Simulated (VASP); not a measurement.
Runs of VASP 6.6.1 on Al. The structure is that of space group Fm-3m (No. 225), or close to it. The cells are those of the table. 

```csv
task,cell,cutoff (eV),gap on the mesh (eV),pressure (GPa)
single point,"a = 2.795 Å, angles 60.0°, 1 atom",520,none,(a)
relaxation of cell and atoms,"relaxed to 7 GPa from a = 2.816 Å, angles 60.0°, 1 atom",600,none,7.0
relaxation of cell and atoms,"relaxed to 2 GPa from a = 2.816 Å, angles 60.0°, 1 atom",600,none,2.0
single point,"a = 2.805 Å, angles 60.0°, 1 atom",520,none,1.1
relaxation of cell and atoms,"relaxed to 4 GPa from a = 2.816 Å, angles 60.0°, 1 atom",600,none,4.0
```

Alike in all rows: level LDA; potentials or basis VASP PAW LDA potentials, release 64 (Al); no spin polarisation; k mesh 24 × 24 × 24; smearing fermi-dirac 0.05 eV.

Problem. Fill in the values left out.

Solution. (a) 2.1.

Caveats: the cell is relaxed towards a set pressure, so the enthalpy falls and the energy may rise (some runs).

A gap of «none» marks levels without a gap at the run's occupations.
